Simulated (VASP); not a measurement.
Wanted: the native input for a VASP 6.6.1 run.

| Quantity | Value |
| --- | --- |
| Task | single point |
| Functional | PBE |
| Potentials or basis | VASP PAW PBE potentials, release 64 (In_d, Sb) |
| Cutoff | 520 eV |
| k mesh | 8 × 8 × 8 |
| Occupations | gaussian, width 0.15 eV |
| Spin | no spin polarisation |
| Dipole correction | no |
| Further INCAR settings | ALGO = Normal; EDIFF = 1e-07; NBANDS = 22 |

The structure of InSb3 lies in POSCAR:

```
InSb3
1.0
    4.8620013280     -0.0560815005     -0.0560815005
   -0.0560815005      4.8620013280     -0.0560815005
   -0.0560815005     -0.0560815005      4.8620013280
In Sb
1 3
Direct
    0.0000000000      0.0000000000      0.0000000000
    0.5000000000      0.0000000000      0.5000000000
    0.0000000000      0.5000000000      0.5000000000
    0.5000000000      0.5000000000      0.0000000000
```

The input as run:

INCAR

```
PREC = Accurate
ENCUT = 520
EDIFF = 1E-7
ISMEAR = 0
SIGMA = 0.15
LREAL = False
LASPH = True
NELM = 80
ALGO = Normal
ISIF = 2
LWAVE = False
LCHARG = True
GGA = PE
LELF = True
LVHAR = True
NBANDS = 22
```

KPOINTS

```
Automatic mesh
0
Gamma
  8 8 8
```

Potentials or basis: VASP PAW PBE potentials, release 64 (In_d, Sb).

Launch:

```bash
$ cat potpaw_PBE.64/In_d/POTCAR potpaw_PBE.64/Sb/POTCAR > POTCAR
$ mpirun -np 1 vasp_std > vasp.out
```

It gave:

| Item | Value |
| --- | --- |
| Pressure | -1.4 GPa |
| Band gap on the k mesh | zero (bands 14 and 15 overlap by 4.19 eV) |

Caveat: spin-orbit coupling is left out, which moves the levels of the heavy elements.

Run time: 2.1 min on 1 thread of Intel Xeon 8259CL (shared host), peak memory 0.3 GiB.
